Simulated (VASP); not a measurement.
A run of VASP 6.6.1:

The input INCAR:

```
SYSTEM = CdS
PREC = Accurate
ENCUT = 600
EDIFF = 1E-6
ISMEAR = -1
SIGMA = 0.08
LREAL = .FALSE.
LASPH = .TRUE.
NELM = 100
ALGO = Normal
ISIF = 3
LWAVE = .FALSE.
LCHARG = .FALSE.
GGA = PE
IBRION = 2
NSW = 60
EDIFFG = -0.005
```

KPOINTS

```
Automatic mesh
0
G
  14 14 14
  0 0 0
```

Contents of POSCAR:

```
CdS
1.0
    0.0000000000      2.5228479314      2.5228479314
    2.5228479314      0.0000000000      2.5228479314
    2.5228479314      2.5228479314      0.0000000000
Cd S
1 1
Direct
    0.0000000000      0.0000000000      0.0000000000
    0.5000000000      0.5000000000      0.5000000000
```

Potentials or basis: VASP PAW PBE potentials, release 64 (Cd, S).

The run is started by

```sh
$ cat potpaw_PBE.64/Cd/POTCAR potpaw_PBE.64/S/POTCAR > POTCAR
$ mpirun -np 1 vasp_std > vasp.out
```

Hardware: 1 thread of Intel(R) Xeon(R) Platinum 8259CL CPU @ 2.50GHz (Skylake/Cascade Lake), on a shared host.

**Question.** Estimate the wall time of this run.

**Answer.** It took 5.5 min on 1 thread of Intel(R) Xeon(R) Platinum 8259CL CPU @ 2.50GHz (Skylake/Cascade Lake), with other jobs on the host, peak memory 0.21 GiB. Counts: scf iterations 76, k points 104, ion steps 17.
